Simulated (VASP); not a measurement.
A run of VASP 6.6.1 is set up as follows.

File INCAR:

```
SYSTEM = Sb
PREC = Accurate ; ENCUT = 520
EDIFF = 1E-6 ; ISMEAR = 0
SIGMA = 0.15 ; LREAL = .False.
LASPH = .True. ; NELM = 100
ALGO = Normal ; ISIF = 2
LWAVE = .False. ; LCHARG = .True.
GGA = PS ; LELF = .True.
LVHAR = .True. ; NBANDS = 12
```

File KPOINTS:

```
Automatic mesh
0
Gamma
  12 12 12
  0 0 0
```

File POSCAR:

```
Sb
1.0
    2.2151183419      1.2788991710      3.7440000000
   -2.2151183419      1.2788991710      3.7440000000
    0.0000000000     -2.5577983420      3.7440000000
Sb
2
Direct
    0.2336400000      0.2336400000      0.2336400000
    0.7663600000      0.7663600000      0.7663600000
```

Potentials or basis: VASP PAW PBE potentials, release 64 (Sb).

The run is started by

```sh
$ cat potpaw_PBE.64/Sb/POTCAR > POTCAR
$ mpirun -np 1 vasp_std > vasp.out
```

Problem. What does it give for the largest force?

Solution. 0.020 eV/Å.

Problem. Predict the band gap on the k mesh.

Solution. Zero (bands 5 and 6 overlap by 0.15 eV).

Forces in eV/Å, atoms in the order of the input:
```
Sb   0.000  0.000 -0.020
Sb   0.000  0.000  0.020
```

Caveat: the cell differs from its parent crystal (strain +0.030 along x and y, +0.000 along z); the PAW data sets were made with another functional, which shifts forces and pressure a little; spin-orbit coupling is left out, which moves the levels of the heavy elements.
